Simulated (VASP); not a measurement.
Wanted: the native input for a VASP 6.6.1 run.

* Task: single point
* Functional: PBE
* Potentials or basis: VASP PAW PBE potentials, release 64 (Se)
* Cutoff: 520 eV
* k mesh: 14 × 14 × 14
* Occupations: gaussian, width 0.15 eV
* Spin: no spin polarisation
* Dipole correction: no
* Further INCAR settings: ALGO = Normal; EDIFF = 1e-06; NBANDS = 13

The structure of Se lies in POSCAR:

```
Se
1.0
    0.0000000000      3.3954490566      2.6484502642
    3.3954490566      0.0000000000      2.6484502642
    3.3954490566      3.3954490566      0.0000000000
Se
2
Direct
    0.5000000000      0.5000000000      0.5000000000
    0.7500000000      0.7500000000      0.7500000000
```

This cell differs from its parent crystal: ratio of the length along z to the lengths across it x 0.78, volume and fractional coordinates fixed.

These files were run (other wordings do the same):

INCAR

```
SYSTEM = Se
ALGO = Normal
EDIFF = 1E-6
ENCUT = 520
GGA = PE
ISIF = 2
ISMEAR = 0
LASPH = .TRUE.
LCHARG = .FALSE.
LREAL = .FALSE.
LWAVE = .FALSE.
NBANDS = 13
NELM = 60
PREC = Accurate
SIGMA = 0.15
```

KPOINTS

```
k-points
0
G
  14 14 14
  0 0 0
```

Potentials or basis: VASP PAW PBE potentials, release 64 (Se).

Launch:

```sh
$ cat potpaw_PBE.64/Se/POTCAR > POTCAR
$ mpirun -np 1 vasp_std > vasp.out
```

It gave:

```json
{
  "Pressure": "-0.3 GPa",
  "Band gap on the k mesh": "zero (band 6 reaches 2.56 eV, above the bottom of band 7 at 1.76 eV)"
}
```

It took 88 s on 1 thread of Intel(R) Xeon(R) Platinum 8375C CPU @ 2.90GHz (Ice Lake) (shared host), peak memory 0.3 GiB.
